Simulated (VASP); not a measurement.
Wanted: the native input for a VASP 6.6.1 run.

* Task: single point
* Functional: PBE
* Potentials or basis: VASP PAW PBE potentials, release 64 (Be, P)
* Cutoff: 520 eV
* k mesh: 12 × 12 × 12
* Occupations: gaussian, width 0.1 eV
* Spin: no spin polarisation
* Dipole correction: no
* Further INCAR settings: ALGO = Normal; EDIFF = 1e-06; NBANDS = 18

The structure of Be2P lies in POSCAR:

```
Be2P
1.0
    1.7163396353      0.9909291505      7.4133268564
   -1.7163396353      0.9909291505      7.4133268564
    0.0000000000     -1.9818583009      7.4133268564
Be P
4 2
Direct
    0.1395041228      0.1395041228      0.1395041228
    0.9531871062      0.9531871062      0.9531871062
    0.8606380814      0.8606380814      0.8606380814
    0.0479351102      0.0479351102      0.0479351102
    0.7613522064      0.7613522064      0.7613522064
    0.5735656671      0.5735656671      0.5735656671
```

The input as run:

INCAR

```
SYSTEM = Be2P
PREC = Accurate
ENCUT = 520
EDIFF = 1E-6
ISMEAR = 0
SIGMA = 0.1
LREAL = .False.
LASPH = .True.
NELM = 100
ALGO = Normal
ISIF = 2
LWAVE = .False.
LCHARG = .False.
GGA = PE
NBANDS = 18
```

KPOINTS

```
Automatic mesh
0
Gamma
  12 12 12
  0 0 0
```

Potentials or basis: VASP PAW PBE potentials, release 64 (Be, P).

Launch:

```console
$ cat potpaw_PBE.64/Be/POTCAR potpaw_PBE.64/P/POTCAR > POTCAR
$ mpirun -np 1 vasp_std > vasp.out
```

Results of the run:

| Quantity | Value |
| --- | --- |
| Pressure | 0.0 GPa |
| Largest force | 0.018 eV/Å |
| Band gap on the k mesh | zero (bands 9 and 10 overlap by 1.39 eV) |

Run time: 8.6 min on 1 thread of Intel(R) Xeon(R) 6975P-C (Granite Rapids), on a shared host, peak memory 0.58 GiB.
